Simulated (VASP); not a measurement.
Crystal: BaH.

```
CELL_PARAMETERS angstrom
-2.14823 2.14823 2.18869
2.14823 -2.14823 2.18869
2.14823 2.14823 -2.18869
ATOMIC_POSITIONS crystal
Ba 0.00000 0.00000 0.00000
H 0.50000 0.50000 0.00000
```

The cell was generated, and may not be a known phase.

- Program: VASP 6.6.1
- Task: relaxation of cell and atoms
- Functional: PBE
- Potentials or basis: VASP PAW PBE potentials, release 64 (Ba_sv, H)
- Cutoff: 600 eV
- k mesh: 6 × 6 × 6
- Occupations: gaussian, width 0.1 eV
- Spin: no spin polarisation

At the start: pressure 15.3 GPa; volume 20.20 Å³/atom.

**Question.** How do energy, volume and symmetry change on relaxing?

**Answer.** Over 11 steps the energy falls by 502.7 meV/atom and the volume is 24.65 Å³/atom (+22.0 %); space group I4/mmm (No. 139, to 0.1 Å) before, Fm-3m (No. 225, to 0.1 Å).

Step by step:
| step | energy change (eV) | largest force (eV/Å) | pressure (GPa) | volume (Å³) |
| --- | --- | --- | --- | --- |
| 1 | 0.0000 | 0.0000 | 15.27 | 40.40 |
| 2 | -0.9517 | 0.0000 | -0.48 | 52.01 |
| 3 | -0.9557 | 0.0000 | -0.82 | 52.64 |
| 4 | -0.9568 | 0.0000 | -1.41 | 53.92 |
| 5 | -0.9574 | 0.0000 | -1.25 | 53.55 |
| 6 | -0.9779 | 0.0000 | -0.93 | 52.04 |
| 7 | -1.0009 | 0.0000 | 0.05 | 49.23 |
| 8 | -1.0021 | 0.0000 | 0.52 | 48.25 |
| 9 | -1.0022 | 0.0000 | 0.41 | 48.45 |
| 10 | -1.0046 | 0.0000 | 0.20 | 48.85 |
| 11 | -1.0053 | 0.0000 | -0.03 | 49.30 |

Final structure:
```
Ba H
1.0
    -2.05951    2.05951    2.90577
     2.05951   -2.05951    2.90577
     2.05951    2.05951   -2.90577
Ba H
1 1
Direct
  0.00000 0.00000 0.00000
  0.50000 0.50000 0.00000
```

Caveat: the volume moved by over 15 % at a fixed basis, so the end points are rough.
